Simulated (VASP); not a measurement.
# PdC18 in VASP: single point with PBE+D3(BJ)

Aim: the single point of PdC18 with PBE+D3(BJ).

Everything below comes from runs of VASP 6.6.1. Logs are shortened: lines on timing, memory, paths and dates and some standing lists are left out, and cuts for length are marked.

## 1. The cell of the first run

The cell holds a slab with vacuum, 19 atoms: a = 7.398 Å, b = 7.398 Å, c = 12.000 Å, α = 90.00°, β = 90.00°, γ = 120.00°.

## 2. Single point, PBE+D3(BJ)

Input file INCAR:

```
SYSTEM = PdC18
PREC = Accurate
ENCUT = 520
EDIFF = 1E-7
ISMEAR = -1
SIGMA = 0.02
LREAL = Auto
LASPH = .True.
NELM = 80
ALGO = Normal
ISIF = 2
LWAVE = .False.
LCHARG = .False.
GGA = PE
IVDW = 12
NBANDS = 56
```

Input file KPOINTS:

```
regular mesh
0
Gamma
  2 2 1
  0 0 0
```

Input file POSCAR:

```
PdC18
1.0
    7.3980000000      0.0000000000      0.0000000000
   -3.6990000000      6.4068560000      0.0000000000
    0.0000000000      0.0000000000     12.0000000000
C Pd
18 1
Direct
    0.0055215835      0.0059247716      0.0928204276
    0.2295277976      0.1182414809      0.0840343695
    0.0051577879      0.3422304717      0.0844034839
    0.2280089029      0.4511846675      0.0799023424
    0.0044662690      0.6735043473      0.0810408892
    0.2273560820      0.7841555067      0.0807383255
    0.3377831915      0.0068282394      0.0808520616
    0.5607889901      0.1174943192      0.0808422271
    0.3382347215      0.3406948204      0.0796382775
    0.5608473301      0.4507831736      0.0789217631
    0.3377488454      0.6735475710      0.0789446573
    0.5604443722      0.7836627133      0.0796127251
    0.6691288980      0.0060986091      0.0839821244
    0.8930069919      0.1184325306      0.0927692266
    0.6711784016      0.3401074182      0.0807248604
    0.8941228646      0.4508489368      0.0810216728
    0.6706185555      0.6731933209      0.0798593085
    0.8934374591      0.7821711919      0.0844137989
   -0.0500378442      0.0621048100      0.2629768586
```

Potentials or basis: VASP PAW PBE potentials, release 64 (C, Pd).

On the command line:

```bash
cat potpaw_PBE.64/C/POTCAR potpaw_PBE.64/Pd/POTCAR > POTCAR
mpirun -np 1 vasp_std > vasp.out
```

OUTCAR:

```text
SYSTEM = PdC18
   PREC = Accurate
   ENCUT = 520
   EDIFF = 1E-7
   ISMEAR = -1
   LREAL = Auto
   LASPH = .True.
   NELM = 80
   ISIF = 2
   GGA = PE
   IVDW = 12
 IVDW          = 12

 ion  position               nearest neighbor table
   1  0.006  0.006  0.093-  18 1.44   2 1.44  14 1.44  19 2.16
   2  0.230  0.118  0.084-   7 1.41   9 1.43   1 1.44
   3  0.005  0.342  0.084-  16 1.41   4 1.43  14 1.44
   4  0.228  0.451  0.080-   9 1.41  11 1.42   3 1.43
   5  0.004  0.674  0.081-  18 1.41  16 1.43   6 1.43
   6  0.227  0.784  0.081-  11 1.42   7 1.43   5 1.43
   7  0.338  0.007  0.081-   2 1.41   6 1.43   8 1.43
   8  0.561  0.117  0.081-  13 1.41  15 1.43   7 1.43
   9  0.338  0.341  0.080-   4 1.41  10 1.43   2 1.43
  10  0.561  0.451  0.079-  15 1.42  17 1.43   9 1.43
  11  0.338  0.674  0.079-   6 1.42   4 1.42  12 1.43
  12  0.560  0.784  0.080-  17 1.41  13 1.43  11 1.43
  13  0.669  0.006  0.084-   8 1.41  12 1.43  14 1.44
  14  0.893  0.118  0.093-   3 1.44  13 1.44   1 1.44  19 2.17
  15  0.671  0.340  0.081-  10 1.42   8 1.43  16 1.43
  16  0.894  0.451  0.081-   3 1.41   5 1.43  15 1.43
  17  0.671  0.673  0.080-  12 1.41  10 1.43  18 1.43
  18  0.893  0.782  0.084-   5 1.41  17 1.43   1 1.44
  19  0.950  0.062  0.263-   1 2.16  14 2.17

  LATTYP: Found a hexagonal cell.
 ALAT       =     7.3980000000
 C/A-ratio  =     1.6220600162

  Lattice vectors:

 A1 = (   7.3980000000,   0.0000000000,   0.0000000000)
 A2 = (  -3.6990000000,   6.4068560000,   0.0000000000)
 A3 = (   0.0000000000,   0.0000000000,  12.0000000000)

Analysis of symmetry for initial positions (statically):
=====================================================================
 Subroutine PRICEL returns:
 Original cell was already a primitive cell.

 Routine SETGRP: Setting up the symmetry group for a
 hexagonal supercell.

 Subroutine GETGRP returns: Found  1 space group operations
 (whereof  1 operations were pure point group operations)
 out of a pool of 24 trial point group operations.

The static configuration has the point symmetry C_1 .

Analysis of symmetry for dynamics (positions and initial velocities):
=====================================================================
 Subroutine PRICEL returns:
 Original cell was already a primitive cell.

 Routine SETGRP: Setting up the symmetry group for a
 hexagonal supercell.

 Subroutine GETGRP returns: Found  1 space group operations
 (whereof  1 operations were pure point group operations)
 out of a pool of 24 trial point group operations.

The dynamic configuration has the point symmetry C_1 .

 Subroutine INISYM returns: Found  1 space group operations
 (whereof  1 operations are pure point group operations),
 and found     1 'primitive' translations

----------------------------------------------------------------------------------------

                                     Primitive cell

  volume of cell :     568.7750

  direct lattice vectors                    reciprocal lattice vectors
     7.398000000  0.000000000  0.000000000     0.135171668  0.078041398  0.000000000
    -3.699000000  6.406856000  0.000000000     0.000000000  0.156082796  0.000000000
     0.000000000  0.000000000 12.000000000     0.000000000  0.000000000  0.083333333

  length of vectors
     7.398000000  7.398000054 12.000000000     0.156082797  0.156082796  0.083333333

  position of ions in fractional coordinates (direct lattice)
     0.005521583  0.005924772  0.092820428
     0.229527798  0.118241481  0.084034370
     0.005157788  0.342230472  0.084403484
     0.228008903  0.451184668  0.079902342
     0.004466269  0.673504347  0.081040889
     0.227356082  0.784155507  0.080738326
[... 11 lines left out ...]
     0.893437459  0.782171192  0.084413799
     0.949962156  0.062104810  0.262976859

  ion indices of the primitive-cell ions
   primitive index   ion index
                 1           1
                 2           2
                 3           3
                 4           4
                 5           5
                 6           6
[... 11 lines left out ...]
                18          18
                19          19

----------------------------------------------------------------------------------------

 KPOINTS: regular mesh

Automatic generation of k-mesh.
 Grid dimensions read from file:
 generate k-points for:    2    2    1

 Generating k-lattice:

  Cartesian coordinates                     Fractional coordinates (reciprocal lattice)
     0.067585834  0.039020699  0.000000000     0.500000000  0.000000000  0.000000000
     0.000000000  0.078041398  0.000000000     0.000000000  0.500000000  0.000000000
     0.000000000  0.000000000  0.083333333     0.000000000  0.000000000  1.000000000

  Length of vectors
     0.078041399  0.078041398  0.083333333

  Shift w.r.t. Gamma in fractional coordinates (k-lattice)
     0.000000000  0.000000000  0.000000000

 Subroutine IBZKPT returns following result:
 ===========================================

 Found      4 irreducible k-points:

 Following reciprocal coordinates:
            Coordinates               Weight
  0.000000  0.000000  0.000000      1.000000
  0.500000  0.000000  0.000000      1.000000
  0.000000  0.500000  0.000000      1.000000
  0.500000  0.500000  0.000000      1.000000
   k-points           NKPTS =      4   k-points in BZ     NKDIM =      4   number of bands    NBANDS=     56
   number of dos      NEDOS =    301   number of ions     NIONS =     19
   total plane-waves  NPLWV = 282240
   dimension x,y,z NGX =    56 NGY =   56 NGZ =   90
   dimension x,y,z NGXF=   112 NGYF=  112 NGZF=  180
   ions per type =              18   1
   NGX,Y,Z   is equivalent  to a cutoff of  12.58, 12.58, 12.47 a.u.
   NGXF,Y,Z  is equivalent  to a cutoff of  25.17, 25.17, 24.94 a.u.
 SYSTEM =  PdC18
   PREC   = accura    normal or accurate (medium, high low for compatibility)
   ISTART =      0    job   : 0-new  1-cont  2-samecut
   ICHARG =      2    charge: 1-file 2-atom 10-const
   ISPIN  =      1    spin polarized calculation?
   LNONCOLLINEAR =      F non collinear calculations
   LSORBIT =      F    spin-orbit coupling
   LASPH  =      T    aspherical Exc in radial PAW
   ENCUT  =  520.0 eV  38.22 Ry    6.18 a.u.  13.76 13.76 22.31*2*pi/ulx,y,z
   NELM   =     80;   NELMIN=  2; NELMDL= -5     # of ELM steps
   EDIFF  = 0.1E-06   stopping-criterion for ELM
   LREAL  =      T    real-space projection
   EDIFFG = 0.1E-05   stopping-criterion for IOM
   NSW    =      0    number of steps for IOM
   IBRION =     -1    ionic relax: 0-MD 1-quasi-New 2-CG
   NFREE  =      0    steps in history (QN), initial steepest desc. (CG)
   ISIF   =      2    stress and relaxation
   ISYM   =      2    0-nonsym 1-usesym 2-fastsym
   POTIM  = 0.5000    time-step for ionic-motion
   TEBEG  =    0.0;   TEEND  =   0.0 temperature during run
   PSTRESS=    0.0 pullay stress
   NELECT =      82.0000    total number of electrons
   NUPDOWN=      -1.0000    fix difference up-down
   EMIN   =  10.00;   EMAX   =-10.00  energy-range for DOS
   EFERMI =   0.00;   METHOD = LEGACY
   ISMEAR =    -1;   SIGMA  =   0.02  broadening in eV -4-tet -1-fermi 0-gaus
   EFERMI_NEDOS =   21; number of points for ismear=-14 and -15
   IALGO  =     38    algorithm
   IMIX   =      4    mixing-type and parameters
     AMIX     =   0.40;   BMIX     =  1.00
     AMIX_MAG =   1.60;   BMIX_MAG =  1.00
  volume/ion in A,a.u.               =      29.94       202.01
  Fermi-wavevector in a.u.,A,eV,Ry     =   0.858419  1.622176 10.025902  0.736883
  Thomas-Fermi vector in A             =   1.975621
   LORBIT       =      0    0 simple, 1 ext, 2 COOP (PROOUT), +10 PAW based schemes
   GGA     = PE    functional components
   LHFCALC =     F    Hartree Fock is set to
   AEXX    =    0.0000 exact exchange contribution
   IVDW    =    12    specifies the selected vdW correction
   LEPSILON=     F    determine dielectric tensor
   LRPA    =     F    only Hartree local field effects (RPA)
 non-spin polarized calculation
  energy-cutoff  :      520.00
  volume of cell :      568.78
 maximum number of plane-waves:     15363
 NGX is ok and might be reduce to    56
   NGX = 27   NGY = 27   NGZ = 45

 number of electron      82.0000001 magnetization

 Free energy of the ion-electron system (eV)
  ---------------------------------------------------
  ext. energy  EPLUGINS =         0.00000000
  ---------------------------------------------------
  free energy    TOTEN  =      -168.29088376 eV

  energy without entropy =     -168.28361650  energy(sigma->0) =     -168.28725013

 E-fermi :  -0.9689     XC(G=0):  -4.1449

 val. band max:       -1.0090956407   @ k =   0.0000   0.0000   0.0000
 cond. band min:      -0.9286493825   @ k =   0.0000   0.0000   0.0000
 fundamental gap:      0.0804462581
 Fermi energy:        -0.9688676584

 k-point     1 :       0.0000    0.0000    0.0000
  band No.  band energies     occupation
      1     -20.6782      2.00000
      2     -18.2514      2.00000
      3     -18.1238      2.00000
      4     -18.0595      2.00000
      5     -18.0586      2.00000
      6     -18.0317      2.00000
[... 45 lines left out ...]
     52       3.8308      0.00000
     53       3.9386      0.00000

 k-point     2 :       0.5000    0.0000    0.0000
  band No.  band energies     occupation
      1     -20.0771      2.00000
      2     -19.9695      2.00000
      3     -18.7435      2.00000
      4     -18.7128      2.00000
      5     -16.3220      2.00000
      6     -16.2523      2.00000
[... 45 lines left out ...]
     52       3.9330      0.00000
     53       4.1835      0.00000

 k-point     3 :       0.0000    0.5000    0.0000
  band No.  band energies     occupation
      1     -20.0774      2.00000
      2     -19.9695      2.00000
      3     -18.7447      2.00000
      4     -18.7110      2.00000
      5     -16.3236      2.00000
      6     -16.2508      2.00000
[... 45 lines left out ...]
     52       3.9338      0.00000
     53       4.1829      0.00000

 k-point     4 :       0.5000    0.5000    0.0000
  band No.  band energies     occupation
      1     -20.0678      2.00000
      2     -19.9826      2.00000
      3     -18.7529      2.00000
      4     -18.6955      2.00000
      5     -16.3058      2.00000
      6     -16.2555      2.00000
[... 45 lines left out ...]
     52       3.9513      0.00000
     53       4.1871      0.00000
 [bands above 53 left out]

------------------------ aborting loop because EDIFF is reached ----------------------------------------

 Edisp (eV)   -1.88478

 E8    (eV) :    -0.6123

  FORCE on cell =-STRESS in cart. coord.  units (eV):
  Direction    XX          YY          ZZ          XY          YZ          ZX
  --------------------------------------------------------------------------------------
  -------------------------------------------------------------------------------------
  Total       2.32877     5.22596    -0.21019     2.98958    -0.00496    -0.00914
  in kB       6.55990    14.72097    -0.59207     8.42131    -0.01397    -0.02574
  external pressure =        6.90 kB  Pullay stress =        0.00 kB

 VOLUME and BASIS-vectors are now :
 -----------------------------------------------------------------------------
  energy-cutoff  :      520.00
  volume of cell :      568.78
      direct lattice vectors                 reciprocal lattice vectors
     7.398000000  0.000000000  0.000000000     0.135171668  0.078041398  0.000000000
    -3.699000000  6.406856000  0.000000000     0.000000000  0.156082796  0.000000000
     0.000000000  0.000000000 12.000000000     0.000000000  0.000000000  0.083333333

 POSITION                                       TOTAL-FORCE (eV/Angst)
 -----------------------------------------------------------------------------------
      0.01893      0.03796      1.11385         0.029597      0.006208     -0.001793
      1.26067      0.75756      1.00841        -0.010333     -0.013356      0.002446
     -1.22775      2.19262      1.01284         0.001471      0.012244     -0.011711
      0.01788      2.89068      0.95883        -0.053156      0.007285     -0.013371
     -2.45825      4.31505      0.97249         0.005262     -0.001437      0.003118
     -1.21861      5.02397      0.96886         0.009495     -0.006232      0.012574
[... 11 lines left out ...]
      3.71640      5.01126      1.01297        -0.011135     -0.029394     -0.010461
      6.79809      0.39790      3.15572        -0.002482      0.000997     -0.015478
 -----------------------------------------------------------------------------------
    total drift:                               -0.017956     -0.000603      0.019234

  FREE ENERGIE OF THE ION-ELECTRON SYSTEM (eV)
  ---------------------------------------------------
  free  energy   TOTEN  =      -170.1756604494 eV

  energy  without entropy=     -170.1683931859  energy(sigma->0) =     -170.17202682
```

Run time: 4.5 min. Hardware: 1 thread of AMD EPYC 7R43 (Zen 3), shared host; peak memory 0.55 GiB.

Results:

```yaml
Free_energy: -170.1757 eV
Largest_force: 0.067 eV/Å
Band_gap_on_the_k_mesh: 0.08 eV
Dispersion_energy_per_atom: -0.099 eV
```

Forces on the atoms (eV/Å):
```
C    0.030  0.006 -0.002
C   -0.010 -0.013  0.002
C    0.001  0.012 -0.012
C   -0.053  0.007 -0.013
C    0.005 -0.001  0.003
C    0.009 -0.006  0.013
C    0.038  0.023  0.008
C   -0.009 -0.040  0.005
C    0.038 -0.006  0.006
C    0.002 -0.014 -0.002
C    0.009  0.024 -0.002
C   -0.065  0.012 -0.002
C   -0.021  0.026  0.002
C   -0.008  0.002  0.009
C   -0.001  0.024  0.010
C   -0.015 -0.006  0.010
C    0.063 -0.022 -0.009
C   -0.011 -0.029 -0.010
Pd  -0.002  0.001 -0.015
```

Caveat: the k points lie up to 0.49 Å⁻¹ apart.
